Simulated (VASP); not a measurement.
# Sc (P6_3/mmc) in VASP: a series of runs

Aim: see how the results for Sc move with the level of theory and the settings. Levels: PBEsol, PBE, LDA. Tasks: single point.

Everything below comes from runs of VASP 6.6.1. Logs are shortened: lines on timing, memory, paths and dates and some standing lists are left out, and cuts for length are marked.

**1. The cell of the first run**

It takes space group P6_3/mmc (No. 194, hexagonal). Conventional cell: a = 3.309 Å, b = 3.309 Å, c = 5.273 Å, α = 90.00°, β = 90.00°, γ = 120.00°. Sc (site symmetry -6m2) has 12 Sc at 3.26 to 3.31 Å within 4.3 Å.

**2. Single point, PBEsol**

Contents of INCAR:

```
SYSTEM = Sc
PREC     = Accurate       ! precision mode
ENCUT    = 520            ! plane-wave cutoff, eV
EDIFF    = 1E-6           ! SCF threshold, eV
ISMEAR   = 0              ! smearing method
SIGMA    = 0.02           ! smearing width, eV
LREAL    = .False.        ! projectors in reciprocal space
LASPH    = .True.         ! aspherical terms in the spheres
NELM     = 60             ! most SCF steps
ALGO     = Normal         ! electronic algorithm
ISIF     = 2              ! what is computed and relaxed
LWAVE    = .False.        ! write WAVECAR
LCHARG   = .False.        ! write CHGCAR
GGA      = PS             ! functional
NBANDS   = 18             ! bands
```

Contents of KPOINTS:

```
regular mesh
0
Gamma
  9 9 5
  0 0 0
```

Contents of POSCAR:

```
Sc
1.0
    3.3090000000      0.0000000000      0.0000000000
   -1.6545000000      2.8656780611      0.0000000000
    0.0000000000      0.0000000000      5.2733000000
Sc
2
Direct
    0.6666666667      0.3333333333      0.7500000000
    0.3333333333      0.6666666667      0.2500000000
```

Potentials or basis: VASP PAW PBE potentials, release 64 (Sc_sv).

The run is started by

```
$ cat potpaw_PBE.64/Sc_sv/POTCAR > POTCAR
$ mpirun -np 1 vasp_std > vasp.out
```

OUTCAR:

```text
SYSTEM = Sc
   PREC = Accurate
   ENCUT = 520
   EDIFF = 1E-6
   ISMEAR = 0
   LREAL = .False.
   LASPH = .True.
   NELM = 60
   ISIF = 2
   GGA = PS

 ion  position               nearest neighbor table
   1  0.667  0.333  0.750-   2 3.26   2 3.26   2 3.26   2 3.26   2 3.26   2 3.26
   2  0.333  0.667  0.250-   1 3.26   1 3.26   1 3.26   1 3.26   1 3.26   1 3.26

  LATTYP: Found a hexagonal cell.
 ALAT       =     3.3090000000
 C/A-ratio  =     1.5936234512

  Lattice vectors:

 A1 = (   3.3090000000,   0.0000000000,   0.0000000000)
 A2 = (  -1.6545000000,   2.8656780611,   0.0000000000)
 A3 = (   0.0000000000,   0.0000000000,   5.2733000000)

Analysis of symmetry for initial positions (statically):
=====================================================================
 Subroutine PRICEL returns:
 Original cell was already a primitive cell.

 Routine SETGRP: Setting up the symmetry group for a
 hexagonal supercell.

 Subroutine GETGRP returns: Found 24 space group operations
 (whereof 12 operations were pure point group operations)
 out of a pool of 24 trial point group operations.

The static configuration has the point symmetry D_3d.
 The point group associated with its full space group is D_6h.

Analysis of symmetry for dynamics (positions and initial velocities):
=====================================================================
 Subroutine PRICEL returns:
 Original cell was already a primitive cell.

 Routine SETGRP: Setting up the symmetry group for a
 hexagonal supercell.

 Subroutine GETGRP returns: Found 24 space group operations
 (whereof 12 operations were pure point group operations)
 out of a pool of 24 trial point group operations.

The dynamic configuration has the point symmetry D_3d.
 The point group associated with its full space group is D_6h.

 Subroutine INISYM returns: Found 24 space group operations
 (whereof 12 operations are pure point group operations),
 and found     1 'primitive' translations

----------------------------------------------------------------------------------------

                                     Primitive cell

  volume of cell :      50.0042

  direct lattice vectors                    reciprocal lattice vectors
     3.309000000  0.000000000  0.000000000     0.302206105  0.174478776  0.000000000
    -1.654500000  2.865678061  0.000000000     0.000000000  0.348957552  0.000000000
     0.000000000  0.000000000  5.273300000     0.000000000  0.000000000  0.189634574

  length of vectors
     3.309000000  3.309000000  5.273300000     0.348957552  0.348957552  0.189634574

  position of ions in fractional coordinates (direct lattice)
     0.666666667  0.333333333  0.750000000
     0.333333333  0.666666667  0.250000000

  ion indices of the primitive-cell ions
   primitive index   ion index
                 1           1
                 2           2

----------------------------------------------------------------------------------------

 KPOINTS: regular mesh

Automatic generation of k-mesh.
 Grid dimensions read from file:
 generate k-points for:    9    9    5

 Generating k-lattice:

  Cartesian coordinates                     Fractional coordinates (reciprocal lattice)
     0.033578456  0.019386531  0.000000000     0.111111111 -0.000000000  0.000000000
     0.000000000  0.038773061  0.000000000     0.000000000  0.111111111  0.000000000
     0.000000000  0.000000000  0.037926915     0.000000000  0.000000000  0.200000000

  Length of vectors
     0.038773061  0.038773061  0.037926915

  Shift w.r.t. Gamma in fractional coordinates (k-lattice)
     0.000000000  0.000000000  0.000000000

 Subroutine IBZKPT returns following result:
 ===========================================

 Found     36 irreducible k-points:

 Following reciprocal coordinates:
            Coordinates               Weight
  0.000000  0.000000  0.000000      1.000000
  0.111111 -0.000000  0.000000      6.000000
  0.222222  0.000000  0.000000      6.000000
  0.333333  0.000000  0.000000      6.000000
  0.444444  0.000000  0.000000      6.000000
  0.111111  0.111111  0.000000      6.000000
[... 16 lines left out ...]
  0.333333  0.222222  0.200000     24.000000
  0.333333  0.333333  0.200000      4.000000
 [... further k-points ...]
   k-points           NKPTS =     36   k-points in BZ     NKDIM =     36   number of bands    NBANDS=     18
   number of dos      NEDOS =    301   number of ions     NIONS =      2
   total plane-waves  NPLWV =  31360
   dimension x,y,z NGX =    28 NGY =   28 NGZ =   40
   dimension x,y,z NGXF=    56 NGYF=   56 NGZF=   80
   ions per type =               2
   NGX,Y,Z   is equivalent  to a cutoff of  14.07, 14.07, 12.61 a.u.
   NGXF,Y,Z  is equivalent  to a cutoff of  28.13, 28.13, 25.22 a.u.
 SYSTEM =  Sc
   PREC   = accura    normal or accurate (medium, high low for compatibility)
   ISTART =      0    job   : 0-new  1-cont  2-samecut
   ICHARG =      2    charge: 1-file 2-atom 10-const
   ISPIN  =      1    spin polarized calculation?
   LNONCOLLINEAR =      F non collinear calculations
   LSORBIT =      F    spin-orbit coupling
   LASPH  =      T    aspherical Exc in radial PAW
   ENCUT  =  520.0 eV  38.22 Ry    6.18 a.u.   6.15  6.15  9.80*2*pi/ulx,y,z
   NELM   =     60;   NELMIN=  2; NELMDL= -5     # of ELM steps
   EDIFF  = 0.1E-05   stopping-criterion for ELM
   LREAL  =      F    real-space projection
   EDIFFG = 0.1E-04   stopping-criterion for IOM
   NSW    =      0    number of steps for IOM
   IBRION =     -1    ionic relax: 0-MD 1-quasi-New 2-CG
   NFREE  =      0    steps in history (QN), initial steepest desc. (CG)
   ISIF   =      2    stress and relaxation
   ISYM   =      2    0-nonsym 1-usesym 2-fastsym
   POTIM  = 0.5000    time-step for ionic-motion
   TEBEG  =    0.0;   TEEND  =   0.0 temperature during run
   PSTRESS=    0.0 pullay stress
   NELECT =      22.0000    total number of electrons
   NUPDOWN=      -1.0000    fix difference up-down
   EMIN   =  10.00;   EMAX   =-10.00  energy-range for DOS
   EFERMI =   0.00;   METHOD = LEGACY
   ISMEAR =     0;   SIGMA  =   0.02  broadening in eV -4-tet -1-fermi 0-gaus
   EFERMI_NEDOS =   21; number of points for ismear=-14 and -15
   IALGO  =     38    algorithm
   IMIX   =      4    mixing-type and parameters
     AMIX     =   0.40;   BMIX     =  1.00
     AMIX_MAG =   1.60;   BMIX_MAG =  1.00
  volume/ion in A,a.u.               =      25.00       168.72
  Fermi-wavevector in a.u.,A,eV,Ry     =   1.245127  2.352948 21.093660  1.550340
  Thomas-Fermi vector in A             =   2.379363
   LORBIT       =      0    0 simple, 1 ext, 2 COOP (PROOUT), +10 PAW based schemes
   GGA     = PS    functional components
   LHFCALC =     F    Hartree Fock is set to
   AEXX    =    0.0000 exact exchange contribution
   IVDW    =     0    specifies the selected vdW correction
   LEPSILON=     F    determine dielectric tensor
   LRPA    =     F    only Hartree local field effects (RPA)
 non-spin polarized calculation
 Gauss-broadening in eV      SIGMA  =   0.02
  energy-cutoff  :      520.00
  volume of cell :       50.00
 maximum number of plane-waves:      1387
 NGX is ok and might be reduce to    28
   NGX = 13   NGY = 13   NGZ = 19

 number of electron      22.0000000 magnetization

 Free energy of the ion-electron system (eV)
  ---------------------------------------------------
  ext. energy  EPLUGINS =         0.00000000
  ---------------------------------------------------
  free energy    TOTEN  =       -13.17984809 eV

  energy without entropy =      -13.17840045  energy(sigma->0) =      -13.17912427

 E-fermi :   3.4849     XC(G=0):  -9.9333

 val. band max:        3.4799629616   @ k =   0.3333   0.1111   0.4000
 cond. band min:       3.4936239021   @ k =   0.4444   0.1111   0.4000
 fundamental gap:      0.0136609404
 Fermi energy:         3.4849036929

 k-point     1 :       0.0000    0.0000    0.0000
  band No.  band energies     occupation
      1     -45.7598      2.00000
      2     -45.6973      2.00000
      3     -24.6574      2.00000
      4     -24.3292      2.00000
      5     -24.3292      2.00000
      6     -24.2718      2.00000
[... 10 lines left out ...]
     17       5.8476      0.00000
     18       5.8476      0.00000

 k-point     2 :       0.1111   -0.0000    0.0000
  band No.  band energies     occupation
      1     -45.7541      2.00000
      2     -45.6950      2.00000
      3     -24.6421      2.00000
      4     -24.3604      2.00000
      5     -24.3394      2.00000
      6     -24.3043      2.00000
[... 10 lines left out ...]
     17       5.6600      0.00000
     18       5.6942      0.00000

 k-point     3 :       0.2222    0.0000    0.0000
  band No.  band energies     occupation
      1     -45.7393      2.00000
      2     -45.6897      2.00000
      3     -24.6003      2.00000
      4     -24.4403      2.00000
      5     -24.3843      2.00000
      6     -24.3645      2.00000
[... 10 lines left out ...]
     17       5.9152      0.00000
     18       6.1370      0.00000

 k-point     4 :       0.3333    0.0000    0.0000
  band No.  band energies     occupation
      1     -45.7210      2.00000
      2     -45.6851      2.00000
      3     -24.5433      2.00000
      4     -24.5324      2.00000
      5     -24.4715      2.00000
      6     -24.3917      2.00000
[... 10 lines left out ...]
     17       6.5725      0.00000
     18       6.7656      0.00000

 k-point     5 :       0.4444    0.0000    0.0000
  band No.  band energies     occupation
      1     -45.7070      2.00000
      2     -45.6842      2.00000
      3     -24.5928      2.00000
      4     -24.5266      2.00000
      5     -24.4929      2.00000
      6     -24.4090      2.00000
[... 10 lines left out ...]
     17       7.3161      0.00000
     18       7.4495      0.00000

 k-point     6 :       0.1111    0.1111    0.0000
  band No.  band energies     occupation
      1     -45.7439      2.00000
      2     -45.6912      2.00000
      3     -24.6136      2.00000
      4     -24.4073      2.00000
      5     -24.3830      2.00000
      6     -24.3374      2.00000
[... 10 lines left out ...]
     17       5.6810      0.00000
     18       6.0520      0.00000

 k-point     7 :       0.2222    0.1111    0.0000
  band No.  band energies     occupation
      1     -45.7273      2.00000
      2     -45.6864      2.00000
      3     -24.5637      2.00000
      4     -24.4860      2.00000
      5     -24.4519      2.00000
      6     -24.3776      2.00000
[... 10 lines left out ...]
     17       6.3552      0.00000
     18       6.6954      0.00000

 k-point     8 :       0.3333    0.1111    0.0000
  band No.  band energies     occupation
      1     -45.7106      2.00000
      2     -45.6841      2.00000
      3     -24.5616      2.00000
      4     -24.5069      2.00000
      5     -24.5045      2.00000
      6     -24.4142      2.00000
[... 10 lines left out ...]
     17       7.0270      0.00000
     18       7.3782      0.00000
[... 229 lines left out ...]
     17       6.4959      0.00000
     18       6.6273      0.00000

 k-point    20 :       0.3333    0.1111    0.2000
  band No.  band energies     occupation
      1     -45.7081      2.00000
      2     -45.6866      2.00000
      3     -24.5901      2.00000
      4     -24.5351      2.00000
      5     -24.4550      2.00000
      6     -24.4061      2.00000
[... 10 lines left out ...]
     17       6.9600      0.00000
     18       7.1324      0.00000

 k-point    21 :       0.4444    0.1111    0.2000
  band No.  band energies     occupation
      1     -45.7009      2.00000
      2     -45.6863      2.00000
      3     -24.6116      2.00000
      4     -24.5546      2.00000
      5     -24.4514      2.00000
      6     -24.4056      2.00000
[... 10 lines left out ...]
     17       7.1418      0.00000
     18       7.3457      0.00000

 k-point    22 :       0.2222    0.2222    0.2000
  band No.  band energies     occupation
      1     -45.7093      2.00000
      2     -45.6868      2.00000
      3     -24.5625      2.00000
      4     -24.5331      2.00000
      5     -24.4408      2.00000
      6     -24.4257      2.00000
[... 10 lines left out ...]
     17       6.8758      0.00000
     18       7.1558      0.00000

 k-point    23 :       0.3333    0.2222    0.2000
  band No.  band energies     occupation
      1     -45.6980      2.00000
      2     -45.6866      2.00000
      3     -24.5756      2.00000
      4     -24.5404      2.00000
      5     -24.4775      2.00000
      6     -24.4139      2.00000
[... 10 lines left out ...]
     17       6.8853      0.00000
     18       7.3306      0.00000

 k-point    24 :       0.3333    0.3333    0.2000
  band No.  band energies     occupation
      1     -45.6903      2.00000
      2     -45.6903      2.00000
      3     -24.5365      2.00000
      4     -24.5297      2.00000
      5     -24.5297      2.00000
      6     -24.4344      2.00000
[... 10 lines left out ...]
     17       7.0379      0.00000
     18       7.0379      0.00000

 [... further k-points ...]

------------------------ aborting loop because EDIFF is reached ----------------------------------------

  FORCE on cell =-STRESS in cart. coord.  units (eV):
  Direction    XX          YY          ZZ          XY          YZ          ZX
  --------------------------------------------------------------------------------------
  -------------------------------------------------------------------------------------
  Total       -0.7026553     -0.7026553     -1.2545852      0.0000000     -0.0000000      0.0000000
  in kB      -22.5136680    -22.5136680    -40.1979668      0.0000000     -0.0000000      0.0000000
  external PRESSURE =     -28.4084343 kB  Pullay stress =       0.0000000 kB

 VOLUME and BASIS-vectors are now :
 -----------------------------------------------------------------------------
  energy-cutoff  :      520.00
  volume of cell :       50.00
      direct lattice vectors                 reciprocal lattice vectors
     3.309000000  0.000000000  0.000000000     0.302206105  0.174478776  0.000000000
    -1.654500000  2.865678061  0.000000000     0.000000000  0.348957552  0.000000000
     0.000000000  0.000000000  5.273300000     0.000000000  0.000000000  0.189634574

 POSITION                                       TOTAL-FORCE (eV/Angst)
 -----------------------------------------------------------------------------------
      1.65450      0.95523      3.95498        -0.000000     -0.000000      0.000000
     -0.00000      1.91045      1.31832         0.000000      0.000000      0.000000
 -----------------------------------------------------------------------------------
    total drift:                               -0.000000      0.000000     -0.000000

  FREE ENERGIE OF THE ION-ELECTRON SYSTEM (eV)
  ---------------------------------------------------
  free  energy   TOTEN  =       -13.1798480872 eV

  energy  without entropy=      -13.1784004478  energy(sigma->0) =      -13.17912427
```

Wall time 22 s (1 thread of Intel Xeon Platinum 8488C (Sapphire Rapids), shared host); peak memory 0.18 GiB.

Results:

```yaml
Free_energy: -13.1798 eV
Pressure: -2.8 GPa
Band_gap_on_the_k_mesh: zero (bands 11 and 12 overlap by 1.11 eV)
```

Stress tensor (GPa, compression positive):
```
-2.25  0.00  0.00
 0.00 -2.25  0.00
 0.00  0.00 -4.02
```

Levels at points of the mesh, in eV from the Fermi level:
| k point | band 9 | band 10 | band 11 | band 12 | band 13 | band 14 |
| --- | --- | --- | --- | --- | --- | --- |
| (0.00, 0.00, 0.00) | -5.10 | -1.66 | 0.44 | 1.59 | 1.59 | 1.70 |

Caveat: the PAW data sets were made with another functional, which shifts forces and pressure a little.

**3. Single point, PBE**

Contents of INCAR:

```
SYSTEM = Sc
  ALGO = Normal
  EDIFF = 1E-6
  ENCUT = 520
  GGA = PE
  ISIF = 2
  ISMEAR = 0
  LASPH = .TRUE.
  LCHARG = .FALSE.
  LREAL = .FALSE.
  LWAVE = .FALSE.
  NBANDS = 18
  NELM = 80
  PREC = Accurate
  SIGMA = 0.1
```

Contents of KPOINTS:

```
k-points
0
G
  9 9 5
  0 0 0
```

POSCAR is that of step 2.

Potentials or basis: VASP PAW PBE potentials, release 64 (Sc_sv).

The run is started by

```
$ cat potpaw_PBE.64/Sc_sv/POTCAR > POTCAR
$ mpirun -np 1 vasp_std > vasp.out
```

Run time: 22 s. Hardware: 1 thread of Intel Xeon Platinum 8488C (Sapphire Rapids), shared host; peak memory 0.19 GiB.

It converged, with:

- Free energy: -12.5032 eV
- Pressure: -0.7 GPa
- Band gap on the k mesh: zero (bands 11 and 12 overlap by 1.11 eV)

Stress tensor (GPa, compression positive):
```
-0.17  0.00  0.00
 0.00 -0.17  0.00
 0.00  0.00 -1.68
```

Levels at points of the mesh, in eV from the Fermi level:
```
           k point  band 7  band 8  band 9  band 10  band 11  band 12  band 13  band 14  band 15  band 16
(0.00, 0.00, 0.00)  -27.89  -27.87   -5.11    -1.66     0.42     1.59     1.59     1.70     2.00     2.00
```

**4. Single point, LDA (25.00 Å³/atom)**

Contents of INCAR:

```
SYSTEM = Sc
PREC = Accurate ; ENCUT = 520
EDIFF = 1E-6 ; ISMEAR = 0
SIGMA = 0.05 ; LREAL = .FALSE.
LASPH = .TRUE. ; NELM = 100
ALGO = Normal ; ISIF = 2
LWAVE = .FALSE. ; LCHARG = .FALSE.
NBANDS = 18
```

Contents of KPOINTS:

```
regular mesh
0
G
  9 9 5
  0 0 0
```

POSCAR is that of step 3.

Potentials or basis: VASP PAW LDA potentials, release 64 (Sc_sv).

The run is started by

```
$ cat potpaw_LDA.64/Sc_sv/POTCAR > POTCAR
$ mpirun -np 1 vasp_std > vasp.out
```

It took 19 s on 1 thread of Intel Xeon Platinum 8488C (Sapphire Rapids), shared host; peak memory 0.16 GiB.

Results (log left out):

| Item | Value |
| --- | --- |
| Free energy | -13.3568 eV |
| Pressure | -5.3 GPa |
| Band gap on the k mesh | zero (bands 11 and 12 overlap by 1.12 eV) |

Stress tensor (GPa, compression positive):
```
-4.72  0.00  0.00
 0.00 -4.72  0.00
 0.00  0.00 -6.49
```

Levels at points of the mesh, in eV from the Fermi level:
| k point | band 9 | band 10 | band 11 | band 12 | band 13 | band 14 |
| --- | --- | --- | --- | --- | --- | --- |
| (0.00, 0.00, 0.00) | -5.05 | -1.67 | 0.52 | 1.53 | 1.53 | 1.65 |

Caveat: the cell stands under tension.

(Part 1 of 2 ends here.)
